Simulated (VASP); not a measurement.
Runs of VASP 6.6.1 on RbBr. Symmetry: F-43m, No. 216, cubic system. The conventional cell has a = 7.739 Å, b = 7.739 Å, c = 7.739 Å, α = 90.00°, β = 90.00°, γ = 90.00°. Within 4.4 Å of Rb (site symmetry -43m) lie 4 Br at 3.35 Å. Br (site symmetry -43m) has 4 Rb at 3.35 Å within 4.4 Å. 

```csv
level,grid for exact exchange (PRECFOCK),share of exact exchange,screening parameter,gap on the mesh (eV),pressure (GPa)
PBE-based screened hybrid with 75 % exact exchange,Normal,0.75,0.2078 1/Å,(b),-0.1
PBEsol,-,-,-,4.12,-0.3
HSE06,Normal,0.25,0.2079 1/Å,5.18,(a)
PBE-based screened hybrid with 5 % exact exchange,Normal,0.05,0.3 1/Å,4.25,(c)
```

Alike in all rows: task single point; potentials or basis VASP PAW PBE potentials, release 64 (Rb_sv, Br); no spin polarisation; cell as given; k mesh 4 × 4 × 4; cutoff (eV) 520; smearing gaussian 0.01 eV.

Question: Fill in the values left out.

Answer: (a) 0.1; (b) 7.50; (c) 0.2.

Caveats: the structure was generated, so it needn't be the stable form of RbBr; the PAW data sets were made with another functional, which shifts forces and pressure a little.

A k mesh can miss the band edges, and the runs leave out spin-orbit coupling on Br, Rb.
